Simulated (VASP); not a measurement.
# Pd (Pm-3m) in VASP: a series of runs

Pd is run at these levels: PBE; tasks: single point, relaxation of cell and atoms.

Program: VASP 6.6.1. These are calculated values, not measurements. Logs are shortened: lines on timing, memory, paths and dates and some standing lists are left out, and cuts for length are marked.

## 1. The cell of the first run

Symmetry: Pm-3m, No. 221, cubic system. The conventional cell has a = 2.613 Å, b = 2.613 Å, c = 2.613 Å, α = 90.00°, β = 90.00°, γ = 90.00°. Pd (site symmetry m-3m) has 6 Pd at 2.61 Å within 3.4 Å.

## 2. Single point, PBE

Input file INCAR:

```
PREC     = Accurate       # precision mode
ENCUT    = 520            # plane-wave cutoff, eV
EDIFF    = 1E-7           # SCF threshold, eV
ISMEAR   = 0              # smearing method
SIGMA    = 0.1            # smearing width, eV
LREAL    = False          # projectors in reciprocal space
LASPH    = True           # aspherical terms in the spheres
NELM     = 60             # most SCF steps
ALGO     = Normal         # electronic algorithm
ISIF     = 2              # what is computed and relaxed
LWAVE    = False          # write WAVECAR
LCHARG   = False          # write CHGCAR
GGA      = PE             # functional
NBANDS   = 11             # bands
```

Input file KPOINTS:

```
regular mesh
0
Gamma
  10 10 10
```

Input file POSCAR:

```
Pd
1.0
    2.6130533083      0.0000000000      0.0000000000
    0.0000000000      2.6130533083      0.0000000000
    0.0000000000      0.0000000000      2.6130533083
Pd
1
Direct
    0.0000000000      0.0000000000      0.0000000000
```

Potentials or basis: VASP PAW PBE potentials, release 64 (Pd).

Launch:

```console
> cat potpaw_PBE.64/Pd/POTCAR > POTCAR
> mpirun -np 1 vasp_std > vasp.out
```

OUTCAR:

```text
PREC = Accurate
   ENCUT = 520
   EDIFF = 1E-7
   ISMEAR = 0
   LREAL = False
   LASPH = True
   NELM = 60
   ISIF = 2
   GGA = PE

 ion  position               nearest neighbor table
   1  0.000  0.000  0.000-

  LATTYP: Found a simple cubic cell.
 ALAT       =     2.6130533083

  Lattice vectors:

 A1 = (   2.6130533083,   0.0000000000,   0.0000000000)
 A2 = (   0.0000000000,   2.6130533083,   0.0000000000)
 A3 = (   0.0000000000,   0.0000000000,   2.6130533083)

Analysis of symmetry for initial positions (statically):
=====================================================================
 Subroutine PRICEL returns:
 Original cell was already a primitive cell.

 Routine SETGRP: Setting up the symmetry group for a
 simple cubic supercell.

 Subroutine GETGRP returns: Found 48 space group operations
 (whereof 48 operations were pure point group operations)
 out of a pool of 48 trial point group operations.

The static configuration has the point symmetry O_h .

Analysis of symmetry for dynamics (positions and initial velocities):
=====================================================================
 Subroutine PRICEL returns:
 Original cell was already a primitive cell.

 Routine SETGRP: Setting up the symmetry group for a
 simple cubic supercell.

 Subroutine GETGRP returns: Found 48 space group operations
 (whereof 48 operations were pure point group operations)
 out of a pool of 48 trial point group operations.

The dynamic configuration has the point symmetry O_h .

 Subroutine INISYM returns: Found 48 space group operations
 (whereof 48 operations are pure point group operations),
 and found     1 'primitive' translations

----------------------------------------------------------------------------------------

                                     Primitive cell

  volume of cell :      17.8421

  direct lattice vectors                    reciprocal lattice vectors
     2.613053308  0.000000000  0.000000000     0.382694068  0.000000000  0.000000000
     0.000000000  2.613053308  0.000000000     0.000000000  0.382694068  0.000000000
     0.000000000  0.000000000  2.613053308     0.000000000  0.000000000  0.382694068

  length of vectors
     2.613053308  2.613053308  2.613053308     0.382694068  0.382694068  0.382694068

  position of ions in fractional coordinates (direct lattice)
     0.000000000  0.000000000  0.000000000

  ion indices of the primitive-cell ions
   primitive index   ion index
                 1           1

----------------------------------------------------------------------------------------

 KPOINTS: regular mesh

Automatic generation of k-mesh.
 Grid dimensions read from file:
 generate k-points for:   10   10   10

 Generating k-lattice:

  Cartesian coordinates                     Fractional coordinates (reciprocal lattice)
     0.038269407  0.000000000  0.000000000     0.100000000  0.000000000  0.000000000
     0.000000000  0.038269407  0.000000000     0.000000000  0.100000000  0.000000000
     0.000000000  0.000000000  0.038269407     0.000000000  0.000000000  0.100000000

  Length of vectors
     0.038269407  0.038269407  0.038269407

  Shift w.r.t. Gamma in fractional coordinates (k-lattice)
     0.000000000  0.000000000  0.000000000

 Subroutine IBZKPT returns following result:
 ===========================================

 Found     56 irreducible k-points:

 Following reciprocal coordinates:
            Coordinates               Weight
  0.000000  0.000000  0.000000      1.000000
  0.100000  0.000000  0.000000      6.000000
  0.200000  0.000000  0.000000      6.000000
  0.300000  0.000000  0.000000      6.000000
  0.400000  0.000000  0.000000      6.000000
  0.500000  0.000000  0.000000      3.000000
[... 16 lines left out ...]
  0.200000  0.100000  0.100000     24.000000
  0.300000  0.100000  0.100000     24.000000
 [... further k-points ...]
   k-points           NKPTS =     56   k-points in BZ     NKDIM =     56   number of bands    NBANDS=     11
   number of dos      NEDOS =    301   number of ions     NIONS =      1
   total plane-waves  NPLWV =   8000
   dimension x,y,z NGX =    20 NGY =   20 NGZ =   20
   dimension x,y,z NGXF=    40 NGYF=   40 NGZF=   40
   ions per type =               1
   NGX,Y,Z   is equivalent  to a cutoff of  12.72, 12.72, 12.72 a.u.
   NGXF,Y,Z  is equivalent  to a cutoff of  25.45, 25.45, 25.45 a.u.
 SYSTEM =  unknown system
   PREC   = accura    normal or accurate (medium, high low for compatibility)
   ISTART =      0    job   : 0-new  1-cont  2-samecut
   ICHARG =      2    charge: 1-file 2-atom 10-const
   ISPIN  =      1    spin polarized calculation?
   LNONCOLLINEAR =      F non collinear calculations
   LSORBIT =      F    spin-orbit coupling
   LASPH  =      T    aspherical Exc in radial PAW
   ENCUT  =  520.0 eV  38.22 Ry    6.18 a.u.   4.86  4.86  4.86*2*pi/ulx,y,z
   NELM   =     60;   NELMIN=  2; NELMDL= -5     # of ELM steps
   EDIFF  = 0.1E-06   stopping-criterion for ELM
   LREAL  =      F    real-space projection
   EDIFFG = 0.1E-05   stopping-criterion for IOM
   NSW    =      0    number of steps for IOM
   IBRION =     -1    ionic relax: 0-MD 1-quasi-New 2-CG
   NFREE  =      0    steps in history (QN), initial steepest desc. (CG)
   ISIF   =      2    stress and relaxation
   ISYM   =      2    0-nonsym 1-usesym 2-fastsym
   POTIM  = 0.5000    time-step for ionic-motion
   TEBEG  =    0.0;   TEEND  =   0.0 temperature during run
   PSTRESS=    0.0 pullay stress
   NELECT =      10.0000    total number of electrons
   NUPDOWN=      -1.0000    fix difference up-down
   EMIN   =  10.00;   EMAX   =-10.00  energy-range for DOS
   EFERMI =   0.00;   METHOD = LEGACY
   ISMEAR =     0;   SIGMA  =   0.10  broadening in eV -4-tet -1-fermi 0-gaus
   EFERMI_NEDOS =   21; number of points for ismear=-14 and -15
   IALGO  =     38    algorithm
   IMIX   =      4    mixing-type and parameters
     AMIX     =   0.40;   BMIX     =  1.00
     AMIX_MAG =   1.60;   BMIX_MAG =  1.00
  volume/ion in A,a.u.               =      17.84       120.40
  Fermi-wavevector in a.u.,A,eV,Ry     =   1.349770  2.550696 24.788183  1.821880
  Thomas-Fermi vector in A             =   2.477330
   LORBIT       =      0    0 simple, 1 ext, 2 COOP (PROOUT), +10 PAW based schemes
   GGA     = PE    functional components
   LHFCALC =     F    Hartree Fock is set to
   AEXX    =    0.0000 exact exchange contribution
   IVDW    =     0    specifies the selected vdW correction
   LEPSILON=     F    determine dielectric tensor
   LRPA    =     F    only Hartree local field effects (RPA)
 non-spin polarized calculation
 Gauss-broadening in eV      SIGMA  =   0.10
  energy-cutoff  :      520.00
  volume of cell :       17.84
 maximum number of plane-waves:       500
 NGX is ok and might be reduce to    20
   NGX =  9   NGY =  9   NGZ =  9

 number of electron      10.0000007 magnetization

 Free energy of the ion-electron system (eV)
  ---------------------------------------------------
  ext. energy  EPLUGINS =         0.00000000
  ---------------------------------------------------
  free energy    TOTEN  =        -4.72672825 eV

  energy without entropy =       -4.71992706  energy(sigma->0) =       -4.72332766

 E-fermi :   7.2044     XC(G=0): -11.8967

 val. band max:        7.1879931631   @ k =   0.1000   0.0000   0.0000
 cond. band min:       7.2232651674   @ k =   0.2000   0.0000   0.0000
 fundamental gap:      0.0352720044
 Fermi energy:         7.2044280343

 k-point     1 :       0.0000    0.0000    0.0000
  band No.  band energies     occupation
      1       1.2453      2.00000
      2       2.7046      2.00000
      3       2.7046      2.00000
      4       7.1746      1.32702
      5       7.1746      1.32702
      6       7.1746      1.32701
      7      23.5930      0.00000
      8      23.5930      0.00000
      9      23.5930      0.00000
     10      29.8852      0.00000
     11      29.9053      0.00000

 k-point     2 :       0.1000    0.0000    0.0000
  band No.  band energies     occupation
      1       1.4954      2.00000
      2       2.7469      2.00000
      3       2.9118      2.00000
      4       7.0083      1.99446
      5       7.0083      1.99446
      6       7.1880      1.18379
      7      21.7511      0.00000
      8      24.0132      0.00000
      9      24.0132      0.00000
     10      29.2927      0.00000
     11      29.9449      0.00000

 k-point     3 :       0.2000    0.0000    0.0000
  band No.  band energies     occupation
      1       2.0894      2.00000
      2       2.8595      2.00000
      3       3.6189      2.00000
      4       6.5974      2.00000
      5       6.5974      2.00000
      6       7.2233      0.78993
      7      18.6912      0.00000
      8      25.1658      0.00000
      9      25.1658      0.00000
     10      27.9954      0.00000
     11      29.7909      0.00000

 k-point     4 :       0.3000    0.0000    0.0000
  band No.  band energies     occupation
      1       2.6978      2.00000
      2       3.0030      2.00000
      3       4.9322      2.00000
      4       6.1307      2.00000
      5       6.1307      2.00000
      6       7.2673      0.37423
      7      15.7463      0.00000
      8      26.6892      0.00000
      9      26.7970      0.00000
     10      26.7970      0.00000
     11      29.3309      0.00000
[... 239 lines left out ...]
 k-point    22 :       0.1000    0.1000    0.1000
  band No.  band energies     occupation
      1       2.0059      2.00000
      2       3.0660      2.00000
      3       3.0660      2.00000
      4       6.8339      2.00000
      5       6.8691      2.00000
      6       6.8691      2.00000
      7      22.3277      0.00000
      8      22.4953      0.00000
      9      22.4953      0.00000
     10      30.8978      0.00000
     11      30.8978      0.00000

 k-point    23 :       0.2000    0.1000    0.1000
  band No.  band energies     occupation
      1       2.5876      2.00000
      2       3.1783      2.00000
      3       3.7292      2.00000
      4       6.4278      2.00000
      5       6.5041      2.00000
      6       6.9037      1.99998
      7      19.3104      0.00000
      8      23.2273      0.00000
      9      23.4323      0.00000
     10      29.7950      0.00000
     11      32.2829      0.00000

 k-point    24 :       0.3000    0.1000    0.1000
  band No.  band energies     occupation
      1       3.1483      2.00000
      2       3.3246      2.00000
      3       4.7143      2.00000
      4       5.9248      2.00000
      5       6.4586      2.00000
      6       6.9629      1.99936
      7      16.2900      0.00000
      8      24.4001      0.00000
      9      24.5190      0.00000
     10      28.8330      0.00000
     11      31.7229      0.00000

 [... further k-points ...]
[... 5 lines left out ...]
  --------------------------------------------------------------------------------------
  -------------------------------------------------------------------------------------
  Total       -0.0264265     -0.0264265     -0.0264265     -0.0000000      0.0000000     -0.0000000
  in kB       -2.3730454     -2.3730454     -2.3730454     -0.0000000      0.0000000     -0.0000000
  external PRESSURE =      -2.3730454 kB  Pullay stress =       0.0000000 kB

 VOLUME and BASIS-vectors are now :
 -----------------------------------------------------------------------------
  energy-cutoff  :      520.00
  volume of cell :       17.84
      direct lattice vectors                 reciprocal lattice vectors
     2.613053308  0.000000000  0.000000000     0.382694068  0.000000000  0.000000000
     0.000000000  2.613053308  0.000000000     0.000000000  0.382694068  0.000000000
     0.000000000  0.000000000  2.613053308     0.000000000  0.000000000  0.382694068

 POSITION                                       TOTAL-FORCE (eV/Angst)
 -----------------------------------------------------------------------------------
      0.00000      0.00000      0.00000         0.000000      0.000000      0.000000
 -----------------------------------------------------------------------------------
    total drift:                                0.000000      0.000000      0.000000

  FREE ENERGIE OF THE ION-ELECTRON SYSTEM (eV)
  ---------------------------------------------------
  free  energy   TOTEN  =        -4.7267282508 eV

  energy  without entropy=       -4.7199270598  energy(sigma->0) =       -4.72332766
```

Wall time 11 s (1 thread of Intel Xeon 8259CL, shared host); peak memory 0.13 GiB.

Results:

| Item | Value |
| --- | --- |
| Free energy | -4.7267 eV |
| Pressure | -0.2 GPa |
| Band gap on the k mesh | zero (band 5 reaches 8.38 eV, above the bottom of band 6 at 6.58 eV) |

Levels at points of the mesh, in eV from the Fermi level:
| k point | band 1 | band 2 | band 3 | band 4 | band 5 | band 6 | band 7 | band 8 | band 9 | band 10 |
| --- | --- | --- | --- | --- | --- | --- | --- | --- | --- | --- |
| (0.00, 0.00, 0.00) | -5.96 | -4.50 | -4.50 | -0.03 | -0.03 | -0.03 | 16.39 | 16.39 | 16.39 | 22.68 |
| (0.50, 0.00, 0.00) | -4.04 | -3.90 | -1.55 | -1.55 | 0.11 | 0.40 | 4.77 | 18.25 | 21.09 | 22.34 |
| (0.50, 0.50, 0.00) | -4.69 | -3.40 | -1.27 | -1.27 | 1.08 | 5.49 | 5.49 | 11.39 | 12.26 | 23.36 |
| (0.50, 0.50, 0.50) | -3.84 | -3.84 | -3.84 | 1.17 | 1.17 | 11.05 | 11.08 | 11.08 | 11.08 | 17.59 |

(Continued in part 2 of 2.)
